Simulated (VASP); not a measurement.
# Na (I-43d) in VASP: single point with PBEsol

Aim: the single point of Na with PBEsol.

Program: VASP 6.6.1. These are calculated values, not measurements. Logs are shortened: lines on timing, memory, paths and dates and some standing lists are left out, and cuts for length are marked.

**1. The cell of the first run**

Symmetry: I-43d, No. 220, cubic system. Conventional cell: a = 8.466 Å, b = 8.466 Å, c = 8.466 Å, α = 90.00°, β = 90.00°, γ = 90.00°. Na (site symmetry 3) has 14 Na at 3.67 to 4.66 Å within 4.8 Å.

**2. Single point, PBEsol**

File INCAR:

```
PREC = Accurate ; ENCUT = 520
EDIFF = 1E-6 ; ISMEAR = 0
SIGMA = 0.1 ; LREAL = False
LASPH = True ; NELM = 80
ALGO = Normal ; ISIF = 2
LWAVE = False ; LCHARG = False
GGA = PS ; NBANDS = 38
```

File KPOINTS:

```
Automatic mesh
0
Gamma
  4 4 4
```

File POSCAR:

```
Na
1.0
   -4.2330128800      4.2330128800      4.2330128800
    4.2330128800     -4.2330128800      4.2330128800
    4.2330128800      4.2330128800     -4.2330128800
Na
8
Direct
    0.5000000000      0.0000000000      0.4513301000
    0.4513301000      0.5000000000      0.0000000000
    0.0000000000      0.9513301000      0.5000000000
    0.9513301000      0.5000000000      0.0000000000
    0.0000000000      0.4513301000      0.5000000000
    0.5000000000      0.0000000000      0.9513301000
    0.5486699000      0.5486699000      0.5486699000
    0.0486699000      0.0486699000      0.0486699000
```

Potentials or basis: VASP PAW PBE potentials, release 64 (Na_pv).

The run is started by

```bash
$ cat potpaw_PBE.64/Na_pv/POTCAR > POTCAR
$ mpirun -np 1 vasp_std > vasp.out
```

OUTCAR:

```text
PREC = Accurate
   ENCUT = 520
   EDIFF = 1E-6
   ISMEAR = 0
   LREAL = False
   LASPH = True
   NELM = 80
   ISIF = 2
   GGA = PS

 ion  position               nearest neighbor table
   1  0.500  0.000  0.451-
   2  0.451  0.500  0.000-
   3  0.000  0.951  0.500-
   4  0.951  0.500  0.000-
   5  0.000  0.451  0.500-
   6  0.500  0.000  0.951-
   7  0.549  0.549  0.549-
   8  0.049  0.049  0.049-

  LATTYP: Found a body centered cubic cell.
 ALAT       =     8.4660257600

  Lattice vectors:

 A1 = (  -4.2330128800,   4.2330128800,   4.2330128800)
 A2 = (   4.2330128800,  -4.2330128800,   4.2330128800)
 A3 = (   4.2330128800,   4.2330128800,  -4.2330128800)

Analysis of symmetry for initial positions (statically):
=====================================================================
 Subroutine PRICEL returns:
 Original cell was already a primitive cell.

 Routine SETGRP: Setting up the symmetry group for a
 body centered cubic supercell.

 Subroutine GETGRP returns: Found 24 space group operations
 (whereof  3 operations were pure point group operations)
 out of a pool of 48 trial point group operations.

The static configuration has the point symmetry C_3 .
 The point group associated with its full space group is T_d .

Analysis of symmetry for dynamics (positions and initial velocities):
=====================================================================
 Subroutine PRICEL returns:
 Original cell was already a primitive cell.

 Routine SETGRP: Setting up the symmetry group for a
 body centered cubic supercell.

 Subroutine GETGRP returns: Found 24 space group operations
 (whereof  3 operations were pure point group operations)
 out of a pool of 48 trial point group operations.

The dynamic configuration has the point symmetry C_3 .
 The point group associated with its full space group is T_d .

 Subroutine INISYM returns: Found 24 space group operations
 (whereof  3 operations are pure point group operations),
 and found     1 'primitive' translations

----------------------------------------------------------------------------------------

                                     Primitive cell

  volume of cell :     303.3952

  direct lattice vectors                    reciprocal lattice vectors
    -4.233012880  4.233012880  4.233012880     0.000000000  0.118119178  0.118119178
     4.233012880 -4.233012880  4.233012880     0.118119178  0.000000000  0.118119178
     4.233012880  4.233012880 -4.233012880     0.118119178  0.118119178  0.000000000

  length of vectors
     7.331793377  7.331793377  7.331793377     0.167045743  0.167045743  0.167045743

  position of ions in fractional coordinates (direct lattice)
     0.500000000  0.000000000  0.451330100
     0.451330100  0.500000000  0.000000000
     0.000000000  0.951330100  0.500000000
     0.951330100  0.500000000  0.000000000
     0.000000000  0.451330100  0.500000000
     0.500000000  0.000000000  0.951330100
     0.548669900  0.548669900  0.548669900
     0.048669900  0.048669900  0.048669900

  ion indices of the primitive-cell ions
   primitive index   ion index
                 1           1
                 2           2
                 3           3
                 4           4
                 5           5
                 6           6
                 7           7
                 8           8

----------------------------------------------------------------------------------------

 KPOINTS: Automatic mesh

Automatic generation of k-mesh.
 Grid dimensions read from file:
 generate k-points for:    4    4    4

 Generating k-lattice:

  Cartesian coordinates                     Fractional coordinates (reciprocal lattice)
     0.000000000  0.029529794  0.029529794     0.250000000  0.000000000  0.000000000
     0.029529794  0.000000000  0.029529794     0.000000000  0.250000000  0.000000000
     0.029529794  0.029529794  0.000000000     0.000000000  0.000000000  0.250000000

  Length of vectors
     0.041761436  0.041761436  0.041761436

  Shift w.r.t. Gamma in fractional coordinates (k-lattice)
     0.000000000  0.000000000  0.000000000

 Subroutine IBZKPT returns following result:
 ===========================================

 Found      8 irreducible k-points:

 Following reciprocal coordinates:
            Coordinates               Weight
  0.000000  0.000000  0.000000      1.000000
  0.250000  0.000000  0.000000     12.000000
  0.500000  0.000000  0.000000      6.000000
  0.250000  0.250000  0.000000     24.000000
  0.250000  0.250000  0.250000      2.000000
 -0.250000  0.250000  0.250000      6.000000
  0.500000  0.500000  0.250000     12.000000
  0.500000  0.500000  0.500000      1.000000
   k-points           NKPTS =      8   k-points in BZ     NKDIM =      8   number of bands    NBANDS=     38
   number of dos      NEDOS =    301   number of ions     NIONS =      8
   total plane-waves  NPLWV = 175616
   dimension x,y,z NGX =    56 NGY =   56 NGZ =   56
   dimension x,y,z NGXF=   112 NGYF=  112 NGZF=  112
   ions per type =               8
   NGX,Y,Z   is equivalent  to a cutoff of  12.70, 12.70, 12.70 a.u.
   NGXF,Y,Z  is equivalent  to a cutoff of  25.40, 25.40, 25.40 a.u.
 SYSTEM =  unknown system
   PREC   = accura    normal or accurate (medium, high low for compatibility)
   ISTART =      0    job   : 0-new  1-cont  2-samecut
   ICHARG =      2    charge: 1-file 2-atom 10-const
   ISPIN  =      1    spin polarized calculation?
   LNONCOLLINEAR =      F non collinear calculations
   LSORBIT =      F    spin-orbit coupling
   LASPH  =      T    aspherical Exc in radial PAW
   ENCUT  =  520.0 eV  38.22 Ry    6.18 a.u.  13.63 13.63 13.63*2*pi/ulx,y,z
   NELM   =     80;   NELMIN=  2; NELMDL= -5     # of ELM steps
   EDIFF  = 0.1E-05   stopping-criterion for ELM
   LREAL  =      F    real-space projection
   EDIFFG = 0.1E-04   stopping-criterion for IOM
   NSW    =      0    number of steps for IOM
   IBRION =     -1    ionic relax: 0-MD 1-quasi-New 2-CG
   NFREE  =      0    steps in history (QN), initial steepest desc. (CG)
   ISIF   =      2    stress and relaxation
   ISYM   =      2    0-nonsym 1-usesym 2-fastsym
   POTIM  = 0.5000    time-step for ionic-motion
   TEBEG  =    0.0;   TEEND  =   0.0 temperature during run
   PSTRESS=    0.0 pullay stress
   NELECT =      56.0000    total number of electrons
   NUPDOWN=      -1.0000    fix difference up-down
   EMIN   =  10.00;   EMAX   =-10.00  energy-range for DOS
   EFERMI =   0.00;   METHOD = LEGACY
   ISMEAR =     0;   SIGMA  =   0.10  broadening in eV -4-tet -1-fermi 0-gaus
   EFERMI_NEDOS =   21; number of points for ismear=-14 and -15
   IALGO  =     38    algorithm
   IMIX   =      4    mixing-type and parameters
     AMIX     =   0.40;   BMIX     =  1.00
     AMIX_MAG =   1.60;   BMIX_MAG =  1.00
  volume/ion in A,a.u.               =      37.92       255.93
  Fermi-wavevector in a.u.,A,eV,Ry     =   0.932112  1.761436 11.821178  0.868832
  Thomas-Fermi vector in A             =   2.058675
   LORBIT       =      0    0 simple, 1 ext, 2 COOP (PROOUT), +10 PAW based schemes
   GGA     = PS    functional components
   LHFCALC =     F    Hartree Fock is set to
   AEXX    =    0.0000 exact exchange contribution
   IVDW    =     0    specifies the selected vdW correction
   LEPSILON=     F    determine dielectric tensor
   LRPA    =     F    only Hartree local field effects (RPA)
 non-spin polarized calculation
 Gauss-broadening in eV      SIGMA  =   0.10
  energy-cutoff  :      520.00
  volume of cell :      303.40
 maximum number of plane-waves:      8210
 NGX is ok and might be reduce to    56
   NGX = 27   NGY = 27   NGZ = 27

 number of electron      56.0000001 magnetization

 Free energy of the ion-electron system (eV)
  ---------------------------------------------------
  ext. energy  EPLUGINS =         0.00000000
  ---------------------------------------------------
  free energy    TOTEN  =       -11.07643381 eV

  energy without entropy =      -11.04684598  energy(sigma->0) =      -11.06163990

 E-fermi :   0.3296     XC(G=0):  -6.4406

 val. band max:        0.1710373635   @ k =   0.5000   0.0000   0.0000
 cond. band min:       0.4131804635   @ k =   0.2500   0.0000   0.0000
 fundamental gap:      0.2421431000
 Fermi energy:         0.3296467692

 k-point     1 :       0.0000    0.0000    0.0000
  band No.  band energies     occupation
      1     -24.5991      2.00000
      2     -24.5983      2.00000
      3     -24.5983      2.00000
      4     -24.5983      2.00000
      5     -24.5977      2.00000
      6     -24.5977      2.00000
[... 30 lines left out ...]
     37       1.4286      0.00000
     38       4.7356      0.00000

 k-point     2 :       0.2500    0.0000    0.0000
  band No.  band energies     occupation
      1     -24.5980      2.00000
      2     -24.5964      2.00000
      3     -24.5960      2.00000
      4     -24.5955      2.00000
      5     -24.5951      2.00000
      6     -24.5934      2.00000
[... 30 lines left out ...]
     37       3.2114      0.00000
     38       3.4002      0.00000

 k-point     3 :       0.5000    0.0000    0.0000
  band No.  band energies     occupation
      1     -24.5950      2.00000
      2     -24.5950      2.00000
      3     -24.5927      2.00000
      4     -24.5927      2.00000
      5     -24.5912      2.00000
      6     -24.5912      2.00000
[... 30 lines left out ...]
     37       3.9201      0.00000
     38       3.9201      0.00000

 k-point     4 :       0.2500    0.2500    0.0000
  band No.  band energies     occupation
      1     -24.5955      2.00000
      2     -24.5935      2.00000
      3     -24.5931      2.00000
      4     -24.5921      2.00000
      5     -24.5908      2.00000
      6     -24.5888      2.00000
[... 30 lines left out ...]
     37       3.8743      0.00000
     38       4.1182      0.00000

 k-point     5 :       0.2500    0.2500    0.2500
  band No.  band energies     occupation
      1     -24.5917      2.00000
      2     -24.5917      2.00000
      3     -24.5910      2.00000
      4     -24.5910      2.00000
      5     -24.5910      2.00000
      6     -24.5910      2.00000
[... 30 lines left out ...]
     37       3.3758      0.00000
     38       3.3758      0.00000

 k-point     6 :      -0.2500    0.2500    0.2500
  band No.  band energies     occupation
      1     -24.5957      2.00000
      2     -24.5940      2.00000
      3     -24.5929      2.00000
      4     -24.5929      2.00000
      5     -24.5925      2.00000
      6     -24.5918      2.00000
[... 30 lines left out ...]
     37       3.7098      0.00000
     38       3.7384      0.00000

 k-point     7 :       0.5000    0.5000    0.2500
  band No.  band energies     occupation
      1     -24.5922      2.00000
      2     -24.5922      2.00000
      3     -24.5897      2.00000
      4     -24.5897      2.00000
      5     -24.5883      2.00000
      6     -24.5883      2.00000
[... 30 lines left out ...]
     37       4.4364      0.00000
     38       4.4364      0.00000

 k-point     8 :       0.5000    0.5000    0.5000
  band No.  band energies     occupation
      1     -24.5858      2.00000
      2     -24.5858      2.00000
      3     -24.5858      2.00000
      4     -24.5858      2.00000
      5     -24.5858      2.00000
      6     -24.5858      2.00000
[... 30 lines left out ...]
     37       4.3127      0.00000
     38       4.3127      0.00000

------------------------ aborting loop because EDIFF is reached ----------------------------------------

  FORCE on cell =-STRESS in cart. coord.  units (eV):
  Direction    XX          YY          ZZ          XY          YZ          ZX
  --------------------------------------------------------------------------------------
  -------------------------------------------------------------------------------------
  Total       -0.4764650     -0.4764650     -0.4764650     -0.0000000      0.0000000      0.0000000
  in kB       -2.5161287     -2.5161287     -2.5161287     -0.0000000      0.0000000      0.0000000
  external PRESSURE =      -2.5161287 kB  Pullay stress =       0.0000000 kB

 VOLUME and BASIS-vectors are now :
 -----------------------------------------------------------------------------
  energy-cutoff  :      520.00
  volume of cell :      303.40
      direct lattice vectors                 reciprocal lattice vectors
    -4.233012880  4.233012880  4.233012880     0.000000000  0.118119178  0.118119178
     4.233012880 -4.233012880  4.233012880     0.118119178  0.000000000  0.118119178
     4.233012880  4.233012880 -4.233012880     0.118119178  0.118119178  0.000000000

 POSITION                                       TOTAL-FORCE (eV/Angst)
 -----------------------------------------------------------------------------------
     -0.20602      4.02699      0.20602         0.021149      0.021149     -0.021149
      0.20602     -0.20602      4.02699        -0.021149      0.021149      0.021149
      6.14350     -1.91049      1.91049         0.021149     -0.021149      0.021149
     -1.91049      1.91049      6.14350        -0.021149      0.021149      0.021149
      4.02699      0.20602     -0.20602         0.021149     -0.021149      0.021149
      1.91049      6.14350     -1.91049         0.021149      0.021149     -0.021149
      2.32253      2.32253      2.32253        -0.021149     -0.021149     -0.021149
      0.20602      0.20602      0.20602        -0.021149     -0.021149     -0.021149
 -----------------------------------------------------------------------------------
    total drift:                               -0.000002     -0.000002     -0.000002

  FREE ENERGIE OF THE ION-ELECTRON SYSTEM (eV)
  ---------------------------------------------------
  free  energy   TOTEN  =       -11.0764338148 eV

  energy  without entropy=      -11.0468459798  energy(sigma->0) =      -11.06163990
```

Wall time 77 s (1 thread of Intel Xeon Platinum 8488C (Sapphire Rapids), shared host); peak memory 0.42 GiB.

What came out:

- Free energy: -11.0764 eV
- Pressure: -0.3 GPa
- Largest force: 0.037 eV/Å
- Band gap on the k mesh: zero (bands 28 and 29 overlap by 1.86 eV)

Forces in eV/Å, atoms in the order of the input:
```
Na   0.021  0.021 -0.021
Na  -0.021  0.021  0.021
Na   0.021 -0.021  0.021
Na  -0.021  0.021  0.021
Na   0.021 -0.021  0.021
Na   0.021  0.021 -0.021
Na  -0.021 -0.021 -0.021
Na  -0.021 -0.021 -0.021
```

Caveat: the PAW data sets were made with another functional, which shifts forces and pressure a little.
